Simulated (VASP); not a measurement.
Input of a VASP 6.6.1 run:

File INCAR:

```
SYSTEM = GaN
PREC = Accurate
ENCUT = 600
EDIFF = 1E-6
ISMEAR = 0
SIGMA = 0.02
LREAL = .False.
LASPH = .True.
NELM = 100
ALGO = Normal
ISIF = 4
LWAVE = .False.
LCHARG = .False.
GGA = PE
IBRION = 2
NSW = 50
EDIFFG = -0.01
```

Contents of KPOINTS:

```
Automatic mesh
0
Gamma
  12 12 6
  0 0 0
```

Contents of POSCAR:

```
GaN
1.0
    3.2502966090      0.0000000000      0.0000000000
   -1.6251483045      2.8148394332      0.0000000000
    0.0000000000      0.0000000000      5.2949450230
Ga N
2 2
Direct
    0.3333333333      0.6666666667     -0.0008683129
    0.6666666667      0.3333333333      0.4991316871
    0.3333333333      0.6666666667      0.3758683129
    0.6666666667      0.3333333333      0.8758683129
```

Potentials or basis: VASP PAW PBE potentials, release 64 (Ga_d, N).

Command:

```bash
$ cat potpaw_PBE.64/Ga_d/POTCAR potpaw_PBE.64/N/POTCAR > POTCAR
$ mpirun -np 1 vasp_std > vasp.out
```

(1) What does it give for the band gap on the k mesh?

## Answers

(1) 1.52 eV.

Caveat: the relaxation stopped at its first step, so nothing moved.
